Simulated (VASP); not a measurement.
Wanted: the native input for a VASP 6.6.1 run.

- Task: single point
- Functional: PBE
- Potentials or basis: VASP PAW PBE potentials, release 64 (Pb_d, O)
- Cutoff: 520 eV
- k mesh: 12 × 12 × 12
- Occupations: gaussian, width 0.05 eV
- Spin: no spin polarisation
- Dipole correction: no
- Further INCAR settings: ALGO = Normal; EDIFF = 1e-06; NBANDS = 20

The structure of PbO2 lies in POSCAR:

```
PbO2
1.0
    1.7177072474      0.9917187417      4.7894795020
   -1.7177072474      0.9917187417      4.7894795020
    0.0000000000     -1.9834374834      4.7894795020
Pb O
1 2
Direct
    0.0000000000      0.0000000000      0.0000000000
    0.2603285920      0.2603285920      0.2603285920
    0.7396714080      0.7396714080      0.7396714080
```

The input as run:

INCAR

```
PREC = Accurate
ENCUT = 520
EDIFF = 1E-6
ISMEAR = 0
SIGMA = 0.05
LREAL = F
LASPH = T
NELM = 60
ALGO = Normal
ISIF = 2
LWAVE = F
LCHARG = F
GGA = PE
NBANDS = 20
```

KPOINTS

```
Automatic mesh
0
Gamma
  12 12 12
```

Potentials or basis: VASP PAW PBE potentials, release 64 (Pb_d, O).

Command:

```bash
$ cat potpaw_PBE.64/Pb_d/POTCAR potpaw_PBE.64/O/POTCAR > POTCAR
$ mpirun -np 1 vasp_std > vasp.out
```

It gave:

| Quantity | Value |
| --- | --- |
| Pressure | -0.3 GPa |
| Largest force | 0.033 eV/Å |
| Band gap on the k mesh | 0.42 eV (least direct gap 0.57 eV) |

Caveat: spin-orbit coupling is left out, which moves the levels of the heavy elements.

It took 9.6 min on 1 thread of AMD EPYC 7571, on a shared host, peak memory 0.32 GiB.
